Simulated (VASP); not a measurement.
BaTiO3: single point with revPBE+D4

BaTiO3:

```xyz
5
Lattice="3.9457 0.0000 0.0000 0.0000 3.9457 0.0000 0.0000 0.0000 3.9637" Properties=species:S:1:pos:R:3 pbc="T T T"
Ba    0.0000    0.0000    0.0000
Ti    1.9729    1.9729    1.9422
O     0.0000    1.9729    2.0492
O     1.9729    0.0000    2.0492
O     1.9729    1.9729    0.0753
```

* Program: VASP 6.6.1
* Task: single point
* Functional: revPBE
* Dispersion: D4
* Potentials or basis: VASP PAW PBE potentials, release 64 (Ba_sv, Ti_sv, O)
* Cutoff: 520 eV
* k mesh: 7 × 7 × 7
* Occupations: fermi-dirac, width 0.05 eV
* Spin: no spin polarisation
* Dipole correction: no
* Further INCAR settings: ALGO = Normal; EDIFF = 1e-07; NBANDS = 28

| Property | Result |
| --- | --- |
| Pressure | 9.4 GPa |
| Largest force | 0.104 eV/Å |
| Band gap on the k mesh | 1.98 eV, indirect (least direct gap 2.14 eV) |
| Dispersion energy per atom | -0.397 eV |

Forces in eV/Å, atoms in the order of the input:
```
Ba   0.000  0.000  0.104
Ti   0.000  0.000  0.055
O    0.000  0.000 -0.104
O    0.000  0.000 -0.104
O    0.000  0.000  0.049
```

Stress tensor (GPa, compression positive):
```
 9.01  0.00  0.00
 0.00  9.01  0.00
 0.00  0.00 10.12
```

Levels at points of the mesh, in eV from the valence-band top:
| k point | band 16 | band 17 | band 18 | band 19 | band 20 | band 21 | band 22 | band 23 | band 24 | band 25 |
| --- | --- | --- | --- | --- | --- | --- | --- | --- | --- | --- |
| (0.00, 0.00, 0.00) | -1.19 | -1.10 | -0.17 | -0.16 | -0.16 | 1.98 | 2.21 | 2.21 | 4.34 | 4.44 |

Run time: 34 s on 1 thread of Intel(R) Xeon(R) 6975P-C (Granite Rapids), with other jobs on the host, peak memory 0.21 GiB.

Caveat: the PAW data sets were made with another functional, which shifts forces and pressure a little; spin-orbit coupling is left out, which moves the levels of the heavy elements. revPBE gaps usually lie below the measured ones, often by a third to a half.
